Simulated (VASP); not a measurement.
# SiGe (P6_3mc) in VASP: notebook

Runs on SiGe. Level: r2SCAN. Tasks: single point.

Program: VASP 6.6.1. These are calculated values, not measurements. Logs are shortened: lines on timing, memory, paths and dates and some standing lists are left out, and cuts for length are marked.

### Step 1. The cell of the first run

It takes space group P6_3mc (No. 186, hexagonal). The conventional cell has a = 3.906 Å, b = 3.906 Å, c = 6.448 Å, α = 90.00°, β = 90.00°, γ = 120.00°. Within 3.2 Å of Ge (site symmetry 3m) lie 4 Si at 2.40 to 2.41 Å. Within 3.2 Å of Si (site symmetry 3m) lie 4 Ge at 2.40 to 2.41 Å.

### Step 2. Single point, r2SCAN

POSCAR reads:

```
SiGe
1.0
    3.9064373030      0.0000000000      0.0000000000
   -1.9532186515      3.3830739427      0.0000000000
    0.0000000000      0.0000000000      6.4478110294
Ge Si
2 2
Direct
    0.3333333333      0.6666666667      0.0003974040
    0.6666666667      0.3333333333      0.5003974040
    0.3333333333      0.6666666667      0.3746025960
    0.6666666667      0.3333333333      0.8746025960
```

INCAR.step1 reads:

```
ALGO     = Normal         # electronic algorithm
EDIFF    = 1E-4           # SCF threshold, eV
ENCUT    = 520            # plane-wave cutoff, eV
GGA      = PE             # functional
ISMEAR   = 0              # smearing method
LASPH    = T              # aspherical terms in the spheres
LCHARG   = F              # write CHGCAR
LREAL    = F              # projectors in reciprocal space
LWAVE    = T              # write WAVECAR
NBANDS   = 26             # bands
NELM     = 80             # most SCF steps
PREC     = Accurate       # precision mode
SIGMA    = 0.01           # smearing width, eV
```

INCAR.step2 reads:

```
ALGO     = Normal         # electronic algorithm
EDIFF    = 1E-6           # SCF threshold, eV
ENCUT    = 520            # plane-wave cutoff, eV
ISIF     = 2              # what is computed and relaxed
ISMEAR   = 0              # smearing method
ISTART   = 1            
LASPH    = T              # aspherical terms in the spheres
LCHARG   = T              # write CHGCAR
LELF     = T              # ELF
LMIXTAU  = T            
LREAL    = F              # projectors in reciprocal space
LVHAR    = T            
LWAVE    = F              # write WAVECAR
METAGGA  = R2SCAN         # meta-GGA
NBANDS   = 26             # bands
NELM     = 80             # most SCF steps
PREC     = Accurate       # precision mode
SIGMA    = 0.01           # smearing width, eV
```

KPOINTS reads:

```
k-points
0
Gamma
  12 12 4
```

Potentials or basis: VASP PAW PBE potentials, release 64 (Ge_d, Si).

Started as:

```
$ cat potpaw_PBE.64/Ge_d/POTCAR potpaw_PBE.64/Si/POTCAR > POTCAR
$ cp INCAR.step1 INCAR
$ mpirun -np 1 vasp_std > vasp.out
$ cp INCAR.step2 INCAR
$ mpirun -np 1 vasp_std > vasp.out
```

OUTCAR:

```text
EDIFF = 1E-6
   ENCUT = 520
   ISIF = 2
   ISMEAR = 0
   ISTART = 1
   LASPH = T
   LREAL = F
   METAGGA = R2SCAN
   NELM = 80
   PREC = Accurate

 ion  position               nearest neighbor table
   1  0.333  0.667  0.000-   4 2.40   4 2.40   4 2.40   3 2.41
   2  0.667  0.333  0.500-   3 2.40   3 2.40   3 2.40   4 2.41
   3  0.333  0.667  0.375-   2 2.40   2 2.40   2 2.40   1 2.41
   4  0.667  0.333  0.875-   1 2.40   1 2.40   1 2.40   2 2.41

  LATTYP: Found a hexagonal cell.
 ALAT       =     3.9064373030
 C/A-ratio  =     1.6505604799

  Lattice vectors:

 A1 = (   3.9064373030,   0.0000000000,   0.0000000000)
 A2 = (  -1.9532186515,   3.3830739427,   0.0000000000)
 A3 = (   0.0000000000,   0.0000000000,   6.4478110294)

Analysis of symmetry for initial positions (statically):
=====================================================================
 Subroutine PRICEL returns:
 Original cell was already a primitive cell.

 Routine SETGRP: Setting up the symmetry group for a
 hexagonal supercell.

 Subroutine GETGRP returns: Found 12 space group operations
 (whereof  6 operations were pure point group operations)
 out of a pool of 24 trial point group operations.

The static configuration has the point symmetry C_3v.
 The point group associated with its full space group is C_6v.

Analysis of symmetry for dynamics (positions and initial velocities):
=====================================================================
 Subroutine PRICEL returns:
 Original cell was already a primitive cell.

 Routine SETGRP: Setting up the symmetry group for a
 hexagonal supercell.

 Subroutine GETGRP returns: Found 12 space group operations
 (whereof  6 operations were pure point group operations)
 out of a pool of 24 trial point group operations.

The dynamic configuration has the point symmetry C_3v.
 The point group associated with its full space group is C_6v.

 Subroutine INISYM returns: Found 12 space group operations
 (whereof  6 operations are pure point group operations),
 and found     1 'primitive' translations

----------------------------------------------------------------------------------------

                                     Primitive cell

  volume of cell :      85.2128

  direct lattice vectors                    reciprocal lattice vectors
     3.906437303  0.000000000  0.000000000     0.255987725  0.147794582  0.000000000
    -1.953218652  3.383073943  0.000000000     0.000000000  0.295589164  0.000000000
     0.000000000  0.000000000  6.447811029     0.000000000  0.000000000  0.155091394

  length of vectors
     3.906437303  3.906437303  6.447811029     0.295589164  0.295589164  0.155091394

  position of ions in fractional coordinates (direct lattice)
     0.333333333  0.666666667  0.000397404
     0.666666667  0.333333333  0.500397404
     0.333333333  0.666666667  0.374602596
     0.666666667  0.333333333  0.874602596

  ion indices of the primitive-cell ions
   primitive index   ion index
                 1           1
                 2           2
                 3           3
                 4           4

----------------------------------------------------------------------------------------

 KPOINTS: k-points

Automatic generation of k-mesh.
 Grid dimensions read from file:
 generate k-points for:   12   12    4

 Generating k-lattice:

  Cartesian coordinates                     Fractional coordinates (reciprocal lattice)
     0.021332310  0.012316215  0.000000000     0.083333333  0.000000000  0.000000000
     0.000000000  0.024632430  0.000000000     0.000000000  0.083333333  0.000000000
     0.000000000  0.000000000  0.038772848     0.000000000  0.000000000  0.250000000

  Length of vectors
     0.024632430  0.024632430  0.038772848

  Shift w.r.t. Gamma in fractional coordinates (k-lattice)
     0.000000000  0.000000000  0.000000000

 Subroutine IBZKPT returns following result:
 ===========================================

 Found     57 irreducible k-points:

 Following reciprocal coordinates:
            Coordinates               Weight
  0.000000  0.000000  0.000000      1.000000
  0.083333  0.000000  0.000000      6.000000
  0.166667 -0.000000  0.000000      6.000000
  0.250000 -0.000000  0.000000      6.000000
  0.333333 -0.000000  0.000000      6.000000
  0.416667 -0.000000  0.000000      6.000000
[... 16 lines left out ...]
  0.250000 -0.000000  0.250000     12.000000
  0.333333 -0.000000  0.250000     12.000000
 [... further k-points ...]
   k-points           NKPTS =     57   k-points in BZ     NKDIM =     57   number of bands    NBANDS=     26
   number of dos      NEDOS =    301   number of ions     NIONS =      4
   total plane-waves  NPLWV =  43200
   dimension x,y,z NGX =    30 NGY =   30 NGZ =   48
   dimension x,y,z NGXF=    60 NGYF=   60 NGZF=   96
   ions per type =               2   2
   NGX,Y,Z   is equivalent  to a cutoff of  12.77, 12.77, 12.38 a.u.
   NGXF,Y,Z  is equivalent  to a cutoff of  25.53, 25.53, 24.75 a.u.
 SYSTEM =  unknown system
   PREC   = accura    normal or accurate (medium, high low for compatibility)
   ISTART =      1    job   : 0-new  1-cont  2-samecut
   ICHARG =      0    charge: 1-file 2-atom 10-const
   ISPIN  =      1    spin polarized calculation?
   LNONCOLLINEAR =      F non collinear calculations
   LSORBIT =      F    spin-orbit coupling
   LASPH  =      T    aspherical Exc in radial PAW
   ENCUT  =  520.0 eV  38.22 Ry    6.18 a.u.   7.26  7.26 11.99*2*pi/ulx,y,z
   NELM   =     80;   NELMIN=  2; NELMDL=  0     # of ELM steps
   EDIFF  = 0.1E-05   stopping-criterion for ELM
   LREAL  =      F    real-space projection
   EDIFFG = 0.1E-04   stopping-criterion for IOM
   NSW    =      0    number of steps for IOM
   IBRION =     -1    ionic relax: 0-MD 1-quasi-New 2-CG
   NFREE  =      0    steps in history (QN), initial steepest desc. (CG)
   ISIF   =      2    stress and relaxation
   ISYM   =      2    0-nonsym 1-usesym 2-fastsym
   POTIM  = 0.5000    time-step for ionic-motion
   TEBEG  =    0.0;   TEEND  =   0.0 temperature during run
   PSTRESS=    0.0 pullay stress
   NELECT =      36.0000    total number of electrons
   NUPDOWN=      -1.0000    fix difference up-down
   EMIN   =  10.00;   EMAX   =-10.00  energy-range for DOS
   EFERMI =   0.00;   METHOD = LEGACY
   ISMEAR =     0;   SIGMA  =   0.01  broadening in eV -4-tet -1-fermi 0-gaus
   EFERMI_NEDOS =   21; number of points for ismear=-14 and -15
   IALGO  =     38    algorithm
   IMIX   =      4    mixing-type and parameters
     AMIX     =   0.40;   BMIX     =  1.00
     AMIX_MAG =   1.60;   BMIX_MAG =  1.00
  volume/ion in A,a.u.               =      21.30       143.76
  Fermi-wavevector in a.u.,A,eV,Ry     =   1.228403  2.321345 20.530829  1.508973
  Thomas-Fermi vector in A             =   2.363330
   LORBIT       =      0    0 simple, 1 ext, 2 COOP (PROOUT), +10 PAW based schemes
   METAGGA = R2SCAN    functional components
   LHFCALC =     F    Hartree Fock is set to
   AEXX    =    0.0000 exact exchange contribution
   IVDW    =     0    specifies the selected vdW correction
   LEPSILON=     F    determine dielectric tensor
   LRPA    =     F    only Hartree local field effects (RPA)
 non-spin polarized calculation
 Gauss-broadening in eV      SIGMA  =   0.01
  energy-cutoff  :      520.00
  volume of cell :       85.21
 maximum number of plane-waves:      2316
 NGX is ok and might be reduce to    30
   NGX = 15   NGY = 15   NGZ = 23

 number of electron      35.9999968 magnetization

 Free energy of the ion-electron system (eV)
  ---------------------------------------------------
  ext. energy  EPLUGINS =         0.00000000
  ---------------------------------------------------
  free energy    TOTEN  =       -45.17583801 eV

  energy without entropy =      -45.17583801  energy(sigma->0) =      -45.17583801

 E-fermi :   5.5390     XC(G=0): -10.3733

 val. band max:        5.4703751330   @ k =   0.0000   0.0000   0.0000
 cond. band min:       6.1278414990   @ k =   0.5000  -0.0000   0.0000
 fundamental gap:      0.6574663660
 Fermi energy:         5.5390073642

 k-point     1 :       0.0000    0.0000    0.0000
  band No.  band energies     occupation
      1     -19.7530      2.00000
      2     -19.7530      2.00000
      3     -19.7498      2.00000
      4     -19.7497      2.00000
      5     -19.7466      2.00000
      6     -19.7466      2.00000
[... 18 lines left out ...]
     25      10.0541      0.00000
     26      12.4301      0.00000

 k-point     2 :       0.0833    0.0000    0.0000
  band No.  band energies     occupation
      1     -19.7532      2.00000
      2     -19.7526      2.00000
      3     -19.7499      2.00000
      4     -19.7493      2.00000
      5     -19.7463      2.00000
      6     -19.7461      2.00000
[... 18 lines left out ...]
     25      10.3845      0.00000
     26      11.8544      0.00000

 k-point     3 :       0.1667   -0.0000    0.0000
  band No.  band energies     occupation
      1     -19.7538      2.00000
      2     -19.7516      2.00000
      3     -19.7501      2.00000
      4     -19.7482      2.00000
      5     -19.7454      2.00000
      6     -19.7447      2.00000
[... 18 lines left out ...]
     25      11.0976      0.00000
     26      11.2492      0.00000

 k-point     4 :       0.2500   -0.0000    0.0000
  band No.  band energies     occupation
      1     -19.7549      2.00000
      2     -19.7510      2.00000
      3     -19.7497      2.00000
      4     -19.7468      2.00000
      5     -19.7438      2.00000
      6     -19.7429      2.00000
[... 18 lines left out ...]
     25      12.4247      0.00000
     26      12.5263      0.00000
[... 496 lines left out ...]
      1     -19.7537      2.00000
      2     -19.7525      2.00000
      3     -19.7489      2.00000
      4     -19.7477      2.00000
      5     -19.7459      2.00000
      6     -19.7452      2.00000
[... 18 lines left out ...]
     25      10.7854      0.00000
     26      12.0421      0.00000

 k-point    23 :       0.2500   -0.0000    0.2500
  band No.  band energies     occupation
      1     -19.7547      2.00000
      2     -19.7526      2.00000
      3     -19.7479      2.00000
      4     -19.7462      2.00000
      5     -19.7444      2.00000
      6     -19.7434      2.00000
[... 18 lines left out ...]
     25      11.8974      0.00000
     26      12.1025      0.00000

 k-point    24 :       0.3333   -0.0000    0.2500
  band No.  band energies     occupation
      1     -19.7558      2.00000
      2     -19.7531      2.00000
      3     -19.7467      2.00000
      4     -19.7449      2.00000
      5     -19.7428      2.00000
      6     -19.7418      2.00000
[... 18 lines left out ...]
     25      13.0213      0.00000
     26      13.2115      0.00000

 [... further k-points ...]

------------------------ aborting loop because EDIFF is reached ----------------------------------------

  FORCE on cell =-STRESS in cart. coord.  units (eV):
  Direction    XX          YY          ZZ          XY          YZ          ZX
  --------------------------------------------------------------------------------------
  -------------------------------------------------------------------------------------
  Total       -0.0781838     -0.0781838      0.0509838      0.0000000      0.0000000      0.0000000
  in kB       -1.4700173     -1.4700173      0.9586009      0.0000000      0.0000000      0.0000000
  external PRESSURE =      -0.6604779 kB  Pullay stress =       0.0000000 kB

 VOLUME and BASIS-vectors are now :
 -----------------------------------------------------------------------------
  energy-cutoff  :      520.00
  volume of cell :       85.21
      direct lattice vectors                 reciprocal lattice vectors
     3.906437303  0.000000000  0.000000000     0.255987725  0.147794582  0.000000000
    -1.953218652  3.383073943  0.000000000     0.000000000  0.295589164  0.000000000
     0.000000000  0.000000000  6.447811029     0.000000000  0.000000000  0.155091394

 POSITION                                       TOTAL-FORCE (eV/Angst)
 -----------------------------------------------------------------------------------
     -0.00000      2.25538      0.00256        -0.000000      0.000000      0.011831
      1.95322      1.12769      3.22647         0.000000     -0.000000      0.011831
     -0.00000      2.25538      2.41537        -0.000000     -0.000000     -0.011831
      1.95322      1.12769      5.63927        -0.000000      0.000000     -0.011831
 -----------------------------------------------------------------------------------
    total drift:                               -0.000000     -0.000000      0.019321

  FREE ENERGIE OF THE ION-ELECTRON SYSTEM (eV)
  ---------------------------------------------------
  free  energy   TOTEN  =       -45.1758380147 eV

  energy  without entropy=      -45.1758380147  energy(sigma->0) =      -45.17583801
```

It took 2.8 min on 1 thread of Intel Xeon 6975P-C (Granite Rapids), shared host; peak memory 0.27 GiB.

Results:

| Item | Value |
| --- | --- |
| Free energy | -45.1758 eV |
| Pressure | -0.1 GPa |
| Largest force | 0.012 eV/Å |
| Band gap on the k mesh | 0.66 eV (least direct gap 0.76 eV) |

Forces on the atoms (eV/Å):
```
Ge   0.000  0.000  0.012
Ge   0.000  0.000  0.012
Si   0.000  0.000 -0.012
Si   0.000  0.000 -0.012
```

Stress tensor (GPa, compression positive):
```
-0.15  0.00  0.00
 0.00 -0.15  0.00
 0.00  0.00  0.10
```

Caveat: the PAW data sets were made with another functional, which shifts forces and pressure a little. A k mesh can miss the band edges.

(Part 1 of 2 ends here.)
